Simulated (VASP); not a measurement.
# ZnO (P6_3mc) in VASP: further runs

The runs below take ZnO through single point, with PBE.

Program: VASP 6.6.1. These are calculated values, not measurements. Logs are shortened: lines on timing, memory, paths and dates and some standing lists are left out, and cuts for length are marked.

### Step 1. The cell of the first run

Symmetry: P6_3mc, No. 186, hexagonal system. Conventional cell: a = 3.249 Å, b = 3.249 Å, c = 5.204 Å, α = 90.00°, β = 90.00°, γ = 120.00°. Zn (site symmetry 3m) has 4 O at 1.97 to 1.99 Å within 2.6 Å. Within 2.6 Å of O (site symmetry 3m) lie 4 Zn at 1.97 to 1.99 Å.

### Step 2. Single point, PBE

Contents of INCAR:

```
SYSTEM = ZnO
ALGO = Normal
EDIFF = 1E-6
ENCUT = 520
GGA = PE
ISIF = 2
ISMEAR = -1
LASPH = .True.
LCHARG = .False.
LREAL = .False.
LWAVE = .False.
NBANDS = 26
NELM = 100
PREC = Accurate
SIGMA = 0.05
```

Contents of KPOINTS:

```
k-points
0
Gamma
  7 7 4
  0 0 0
```

Contents of POSCAR:

```
ZnO
1.0
    3.2493987200      0.0000000000      0.0000000000
   -1.6246993600      2.8140618400      0.0000000000
    0.0000000000      0.0000000000      5.2038000000
Zn O
2 2
Direct
    0.3333333300      0.6666666700      0.0000000000
    0.6666666700      0.3333333300      0.5000000000
    0.3333333300      0.6666666700      0.3830000000
    0.6666666700      0.3333333300      0.8830000000
```

Potentials or basis: VASP PAW PBE potentials, release 64 (Zn, O).

The run is started by

```bash
cat potpaw_PBE.64/Zn/POTCAR potpaw_PBE.64/O/POTCAR > POTCAR
mpirun -np 1 vasp_std > vasp.out
```

OUTCAR:

```text
SYSTEM = ZnO
   EDIFF = 1E-6
   ENCUT = 520
   GGA = PE
   ISIF = 2
   ISMEAR = -1
   LASPH = .True.
   LREAL = .False.
   NELM = 100
   PREC = Accurate

 ion  position               nearest neighbor table
   1  0.333  0.667  0.000-   4 1.97   4 1.97   4 1.97   3 1.99
   2  0.667  0.333  0.500-   3 1.97   3 1.97   3 1.97   4 1.99
   3  0.333  0.667  0.383-   2 1.97   2 1.97   2 1.97   1 1.99
   4  0.667  0.333  0.883-   1 1.97   1 1.97   1 1.97   2 1.99

  LATTYP: Found a hexagonal cell.
 ALAT       =     3.2493987200
 C/A-ratio  =     1.6014655167

  Lattice vectors:

 A1 = (   3.2493987200,   0.0000000000,   0.0000000000)
 A2 = (  -1.6246993600,   2.8140618400,   0.0000000000)
 A3 = (   0.0000000000,   0.0000000000,   5.2038000000)

Analysis of symmetry for initial positions (statically):
=====================================================================
 Subroutine PRICEL returns:
 Original cell was already a primitive cell.

 Routine SETGRP: Setting up the symmetry group for a
 hexagonal supercell.

 Subroutine GETGRP returns: Found 12 space group operations
 (whereof  6 operations were pure point group operations)
 out of a pool of 24 trial point group operations.

The static configuration has the point symmetry C_3v.
 The point group associated with its full space group is C_6v.

Analysis of symmetry for dynamics (positions and initial velocities):
=====================================================================
 Subroutine PRICEL returns:
 Original cell was already a primitive cell.

 Routine SETGRP: Setting up the symmetry group for a
 hexagonal supercell.

 Subroutine GETGRP returns: Found 12 space group operations
 (whereof  6 operations were pure point group operations)
 out of a pool of 24 trial point group operations.

The dynamic configuration has the point symmetry C_3v.
 The point group associated with its full space group is C_6v.

 Subroutine INISYM returns: Found 12 space group operations
 (whereof  6 operations are pure point group operations),
 and found     1 'primitive' translations

----------------------------------------------------------------------------------------

                                     Primitive cell

  volume of cell :      47.5836

  direct lattice vectors                    reciprocal lattice vectors
     3.249398720  0.000000000  0.000000000     0.307749244  0.177679109  0.000000000
    -1.624699360  2.814061840  0.000000000     0.000000000  0.355358218  0.000000000
     0.000000000  0.000000000  5.203800000     0.000000000  0.000000000  0.192167262

  length of vectors
[... 86 lines left out ...]
   LREAL  =      F    real-space projection
   EDIFFG = 0.1E-04   stopping-criterion for IOM
   NSW    =      0    number of steps for IOM
   IBRION =     -1    ionic relax: 0-MD 1-quasi-New 2-CG
   NFREE  =      0    steps in history (QN), initial steepest desc. (CG)
   ISIF   =      2    stress and relaxation
   ISYM   =      2    0-nonsym 1-usesym 2-fastsym
   POTIM  = 0.5000    time-step for ionic-motion
   TEBEG  =    0.0;   TEEND  =   0.0 temperature during run
   PSTRESS=    0.0 pullay stress
   NELECT =      36.0000    total number of electrons
   NUPDOWN=      -1.0000    fix difference up-down
   EMIN   =  10.00;   EMAX   =-10.00  energy-range for DOS
   EFERMI =   0.00;   METHOD = LEGACY
   ISMEAR =    -1;   SIGMA  =   0.05  broadening in eV -4-tet -1-fermi 0-gaus
   EFERMI_NEDOS =   21; number of points for ismear=-14 and -15
   IALGO  =     38    algorithm
   IMIX   =      4    mixing-type and parameters
     AMIX     =   0.40;   BMIX     =  1.00
     AMIX_MAG =   1.60;   BMIX_MAG =  1.00
  volume/ion in A,a.u.               =      11.90        80.28
  Fermi-wavevector in a.u.,A,eV,Ry     =   1.491729  2.818959 30.276436  2.225255
  Thomas-Fermi vector in A             =   2.604347
   LORBIT       =      0    0 simple, 1 ext, 2 COOP (PROOUT), +10 PAW based schemes
   GGA     = PE    functional components
   LHFCALC =     F    Hartree Fock is set to
   AEXX    =    0.0000 exact exchange contribution
   IVDW    =     0    specifies the selected vdW correction
   LEPSILON=     F    determine dielectric tensor
   LRPA    =     F    only Hartree local field effects (RPA)
 non-spin polarized calculation
  energy-cutoff  :      520.00
  volume of cell :       47.58
 maximum number of plane-waves:      1304
   NGX = 13   NGY = 13   NGZ = 19

 number of electron      36.0000016 magnetization

 Free energy of the ion-electron system (eV)
  ---------------------------------------------------
  ext. energy  EPLUGINS =         0.00000000
  ---------------------------------------------------
  free energy    TOTEN  =       -17.82085389 eV

  energy without entropy =      -17.82084774  energy(sigma->0) =      -17.82085082

 E-fermi :   1.6324     XC(G=0): -10.9125

 val. band max:        1.2106120844   @ k =   0.0000   0.0000   0.0000
 cond. band min:       1.9996303861   @ k =   0.0000   0.0000   0.0000
 fundamental gap:      0.7890183017
 Fermi energy:         1.6323715398

 k-point     1 :       0.0000    0.0000    0.0000
  band No.  band energies     occupation
      1     -16.8858      2.00000
      2     -16.1570      2.00000
      3      -4.5034      2.00000
      4      -4.5034      2.00000
      5      -4.4025      2.00000
      6      -4.3972      2.00000
[... 685 lines left out ...]
     25      16.1828      0.00000
     26      16.1828      0.00000

------------------------ aborting loop because EDIFF is reached ----------------------------------------

  FORCE on cell =-STRESS in cart. coord.  units (eV):
  Direction    XX          YY          ZZ          XY          YZ          ZX
  --------------------------------------------------------------------------------------
  -------------------------------------------------------------------------------------
  Total        1.8130136      1.8130136      1.7555640     -0.0000000      0.0000000      0.0000000
  in kB       61.0456059     61.0456059     59.1112319     -0.0000000      0.0000000      0.0000000
  external PRESSURE =      60.4008146 kB  Pullay stress =       0.0000000 kB

 VOLUME and BASIS-vectors are now :
 -----------------------------------------------------------------------------
  energy-cutoff  :      520.00
  volume of cell :       47.58
      direct lattice vectors                 reciprocal lattice vectors
     3.249398720  0.000000000  0.000000000     0.307749244  0.177679109  0.000000000
    -1.624699360  2.814061840  0.000000000     0.000000000  0.355358218  0.000000000
     0.000000000  0.000000000  5.203800000     0.000000000  0.000000000  0.192167262

 POSITION                                       TOTAL-FORCE (eV/Angst)
 -----------------------------------------------------------------------------------
     -0.00000      1.87604      0.00000        -0.000000     -0.000000      0.062575
      1.62470      0.93802      2.60190         0.000000      0.000000      0.062575
     -0.00000      1.87604      1.99306        -0.000000     -0.000000     -0.062575
      1.62470      0.93802      4.59496         0.000000      0.000000     -0.062575
 -----------------------------------------------------------------------------------
    total drift:                               -0.000016      0.000009     -0.000067

  FREE ENERGIE OF THE ION-ELECTRON SYSTEM (eV)
  ---------------------------------------------------
  free  energy   TOTEN  =       -17.8208538926 eV

  energy  without entropy=      -17.8208477393  energy(sigma->0) =      -17.82085082
```

stdout:

```text
POSCAR found type information on POSCAR ZnO
 POSCAR found :  2 types and       4 ions
 scaLAPACK will be used
 LDA part: xc-table for (Slater+PW92), standard interpolation
 POSCAR, INCAR and KPOINTS ok, starting setup
 FFT: planning ... GRIDC
 FFT: planning ... GRID_SOFT
 FFT: planning ... GRID
 WAVECAR not read
 entering main loop
```

It took 72 s on 1 thread of AMD EPYC 7R13, shared host; peak memory 0.14 GiB.

Results:

| Item | Value |
| --- | --- |
| Free energy | -17.8209 eV |
| Pressure | 6.0 GPa |
| Largest force | 0.063 eV/Å |
| Band gap on the k mesh | 0.79 eV, direct |

Forces in eV/Å, atoms in the order of the input:
```
Zn   0.000  0.000  0.063
Zn   0.000  0.000  0.063
O    0.000  0.000 -0.063
O    0.000  0.000 -0.063
```

Stress tensor (GPa, compression positive):
```
6.10 0.00 0.00
0.00 6.10 0.00
0.00 0.00 5.91
```

Levels at points of the mesh, in eV from the valence-band top:
| k point | band 14 | band 15 | band 16 | band 17 | band 18 | band 19 | band 20 | band 21 | band 22 | band 23 |
| --- | --- | --- | --- | --- | --- | --- | --- | --- | --- | --- |
| (0.00, 0.00, 0.00) | -0.78 | -0.78 | -0.10 | 0.00 | 0.00 | 0.79 | 5.18 | 8.25 | 12.84 | 12.84 |
| (0.00, 0.00, 0.50) | -2.23 | -0.38 | -0.38 | -0.38 | -0.38 | 3.46 | 3.46 | 10.08 | 10.08 | 13.12 |

### Step 3. Single point, PBE

Contents of INCAR:

```
PREC = Accurate ; ENCUT = 520
EDIFF = 1E-6 ; ISMEAR = -1
SIGMA = 0.05 ; LREAL = F
LASPH = T ; NELM = 100
ALGO = Normal ; ISIF = 2
LWAVE = F ; LCHARG = F
GGA = PE ; NBANDS = 26
```

Contents of KPOINTS:

```
Automatic mesh
0
Gamma
  7 7 4
```

POSCAR is that of step 2.

Potentials or basis: VASP PAW PBE potentials, release 64 (Zn, O).

The run is started by

```bash
cat potpaw_PBE.64/Zn/POTCAR potpaw_PBE.64/O/POTCAR > POTCAR
mpirun -np 1 vasp_std > vasp.out
```

OUTCAR:

```text
PREC = Accurate
   ENCUT = 520
   EDIFF = 1E-6
   ISMEAR = -1
   LREAL = F
   LASPH = T
   NELM = 100
   ISIF = 2
   GGA = PE

 ion  position               nearest neighbor table
   1  0.333  0.667  0.000-   4 1.97   4 1.97   4 1.97   3 1.99
   2  0.667  0.333  0.500-   3 1.97   3 1.97   3 1.97   4 1.99
   3  0.333  0.667  0.383-   2 1.97   2 1.97   2 1.97   1 1.99
   4  0.667  0.333  0.883-   1 1.97   1 1.97   1 1.97   2 1.99

  LATTYP: Found a hexagonal cell.
 ALAT       =     3.2493987200
 C/A-ratio  =     1.6014655167

  Lattice vectors:

 A1 = (   3.2493987200,   0.0000000000,   0.0000000000)
 A2 = (  -1.6246993600,   2.8140618400,   0.0000000000)
 A3 = (   0.0000000000,   0.0000000000,   5.2038000000)

Analysis of symmetry for initial positions (statically):
=====================================================================
 Subroutine PRICEL returns:
 Original cell was already a primitive cell.

[... 169 lines left out ...]
  free energy    TOTEN  =       -17.82085389 eV

  energy without entropy =      -17.82084774  energy(sigma->0) =      -17.82085082

 E-fermi :   1.6324     XC(G=0): -10.9125

 val. band max:        1.2106120844   @ k =   0.0000   0.0000   0.0000
 cond. band min:       1.9996303861   @ k =   0.0000   0.0000   0.0000
 fundamental gap:      0.7890183017
 Fermi energy:         1.6323715398

 k-point     1 :       0.0000    0.0000    0.0000
  band No.  band energies     occupation
      1     -16.8858      2.00000
      2     -16.1570      2.00000
      3      -4.5034      2.00000
      4      -4.5034      2.00000
      5      -4.4025      2.00000
      6      -4.3972      2.00000
[... 685 lines left out ...]
     25      16.1828      0.00000
     26      16.1828      0.00000

------------------------ aborting loop because EDIFF is reached ----------------------------------------

  FORCE on cell =-STRESS in cart. coord.  units (eV):
  Direction    XX          YY          ZZ          XY          YZ          ZX
  --------------------------------------------------------------------------------------
  -------------------------------------------------------------------------------------
  Total        1.8130136      1.8130136      1.7555640     -0.0000000      0.0000000      0.0000000
  in kB       61.0456059     61.0456059     59.1112319     -0.0000000      0.0000000      0.0000000
  external PRESSURE =      60.4008146 kB  Pullay stress =       0.0000000 kB

 VOLUME and BASIS-vectors are now :
 -----------------------------------------------------------------------------
  energy-cutoff  :      520.00
  volume of cell :       47.58
      direct lattice vectors                 reciprocal lattice vectors
     3.249398720  0.000000000  0.000000000     0.307749244  0.177679109  0.000000000
    -1.624699360  2.814061840  0.000000000     0.000000000  0.355358218  0.000000000
     0.000000000  0.000000000  5.203800000     0.000000000  0.000000000  0.192167262

 POSITION                                       TOTAL-FORCE (eV/Angst)
 -----------------------------------------------------------------------------------
     -0.00000      1.87604      0.00000        -0.000000     -0.000000      0.062575
      1.62470      0.93802      2.60190         0.000000      0.000000      0.062575
     -0.00000      1.87604      1.99306        -0.000000     -0.000000     -0.062575
      1.62470      0.93802      4.59496         0.000000      0.000000     -0.062575
 -----------------------------------------------------------------------------------
    total drift:                               -0.000016      0.000009     -0.000067

  FREE ENERGIE OF THE ION-ELECTRON SYSTEM (eV)
  ---------------------------------------------------
  free  energy   TOTEN  =       -17.8208538926 eV

  energy  without entropy=      -17.8208477393  energy(sigma->0) =      -17.82085082
```

Wall time 68 s (1 thread of AMD EPYC 7R13, shared host); peak memory 0.14 GiB.

Results:

- Free energy: -17.8209 eV
- Pressure: 6.0 GPa
- Largest force: 0.063 eV/Å
- Band gap on the k mesh: 0.79 eV, direct

Forces on the atoms (eV/Å):
```
Zn   0.000  0.000  0.063
Zn   0.000  0.000  0.063
O    0.000  0.000 -0.063
O    0.000  0.000 -0.063
```

### Step 4. Single point, PBE

Contents of INCAR:

```
PREC = Accurate ; ENCUT = 520
EDIFF = 1E-7 ; ISMEAR = -1
SIGMA = 0.003 ; LREAL = F
LASPH = T ; NELM = 60
ALGO = Normal ; ISIF = 2
LWAVE = F ; LCHARG = F
GGA = PE ; NBANDS = 26
```

Contents of KPOINTS:

```
regular mesh
0
Gamma
  7 7 4
```

POSCAR is that of step 3.

Potentials or basis: VASP PAW PBE potentials, release 64 (Zn, O).

The run is started by

```bash
cat potpaw_PBE.64/Zn/POTCAR potpaw_PBE.64/O/POTCAR > POTCAR
mpirun -np 1 vasp_std > vasp.out
```

OUTCAR:

```text
PREC = Accurate
   ENCUT = 520
   EDIFF = 1E-7
   ISMEAR = -1
   LREAL = F
   LASPH = T
   NELM = 60
   ISIF = 2
   GGA = PE

 ion  position               nearest neighbor table
   1  0.333  0.667  0.000-   4 1.97   4 1.97   4 1.97   3 1.99
   2  0.667  0.333  0.500-   3 1.97   3 1.97   3 1.97   4 1.99
   3  0.333  0.667  0.383-   2 1.97   2 1.97   2 1.97   1 1.99
   4  0.667  0.333  0.883-   1 1.97   1 1.97   1 1.97   2 1.99

  LATTYP: Found a hexagonal cell.
 ALAT       =     3.2493987200
 C/A-ratio  =     1.6014655167

  Lattice vectors:

 A1 = (   3.2493987200,   0.0000000000,   0.0000000000)
 A2 = (  -1.6246993600,   2.8140618400,   0.0000000000)
 A3 = (   0.0000000000,   0.0000000000,   5.2038000000)

Analysis of symmetry for initial positions (statically):
=====================================================================
 Subroutine PRICEL returns:
 Original cell was already a primitive cell.

[... 169 lines left out ...]
  free energy    TOTEN  =       -17.82085318 eV

  energy without entropy =      -17.82085318  energy(sigma->0) =      -17.82085318

 E-fermi :   1.2867     XC(G=0): -10.9125

 val. band max:        1.2107993798   @ k =   0.0000   0.0000   0.0000
 cond. band min:       1.9996566748   @ k =   0.0000   0.0000   0.0000
 fundamental gap:      0.7888572949
 Fermi energy:         1.2866807522

 k-point     1 :       0.0000    0.0000    0.0000
  band No.  band energies     occupation
      1     -16.8856      2.00000
      2     -16.1569      2.00000
      3      -4.5033      2.00000
      4      -4.5033      2.00000
      5      -4.4023      2.00000
      6      -4.3971      2.00000
[... 685 lines left out ...]
     25      16.1828      0.00000
     26      16.1828      0.00000

------------------------ aborting loop because EDIFF is reached ----------------------------------------

  FORCE on cell =-STRESS in cart. coord.  units (eV):
  Direction    XX          YY          ZZ          XY          YZ          ZX
  --------------------------------------------------------------------------------------
  -------------------------------------------------------------------------------------
  Total        1.7995937      1.7995937      1.7420168      0.0000000      0.0000000      0.0000000
  in kB       60.5937452     60.5937453     58.6550871      0.0000000      0.0000000      0.0000000
  external PRESSURE =      59.9475258 kB  Pullay stress =       0.0000000 kB

 VOLUME and BASIS-vectors are now :
 -----------------------------------------------------------------------------
  energy-cutoff  :      520.00
  volume of cell :       47.58
      direct lattice vectors                 reciprocal lattice vectors
     3.249398720  0.000000000  0.000000000     0.307749244  0.177679109  0.000000000
    -1.624699360  2.814061840  0.000000000     0.000000000  0.355358218  0.000000000
     0.000000000  0.000000000  5.203800000     0.000000000  0.000000000  0.192167262

 POSITION                                       TOTAL-FORCE (eV/Angst)
 -----------------------------------------------------------------------------------
     -0.00000      1.87604      0.00000        -0.000000      0.000000      0.062579
      1.62470      0.93802      2.60190         0.000000     -0.000000      0.062579
     -0.00000      1.87604      1.99306        -0.000000      0.000000     -0.062579
      1.62470      0.93802      4.59496         0.000000     -0.000000     -0.062579
 -----------------------------------------------------------------------------------
    total drift:                               -0.000016      0.000009     -0.000049

  FREE ENERGIE OF THE ION-ELECTRON SYSTEM (eV)
  ---------------------------------------------------
  free  energy   TOTEN  =       -17.8208531792 eV

  energy  without entropy=      -17.8208531792  energy(sigma->0) =      -17.82085318
```

Wall time 72 s (1 thread of AMD EPYC 7R13, shared host); peak memory 0.14 GiB.

What came out:

| Property | Result |
| --- | --- |
| Free energy | -17.8209 eV |
| Pressure | 6.0 GPa |
| Largest force | 0.063 eV/Å |
| Band gap on the k mesh | 0.79 eV, direct |

Forces on the atoms (eV/Å):
```
Zn   0.000  0.000  0.063
Zn   0.000  0.000  0.063
O    0.000  0.000 -0.063
O    0.000  0.000 -0.063
```

Levels at points of the mesh, in eV from the valence-band top:
| k point | band 15 | band 16 | band 17 | band 18 | band 19 | band 20 | band 21 | band 22 |
| --- | --- | --- | --- | --- | --- | --- | --- | --- |
| (0.00, 0.00, 0.00) | -0.78 | -0.10 | 0.00 | 0.00 | 0.79 | 5.18 | 8.25 | 12.83 |
| (0.00, 0.00, 0.50) | -0.39 | -0.39 | -0.39 | -0.39 | 3.46 | 3.46 | 10.08 | 10.08 |

[end of part 1 of 2]
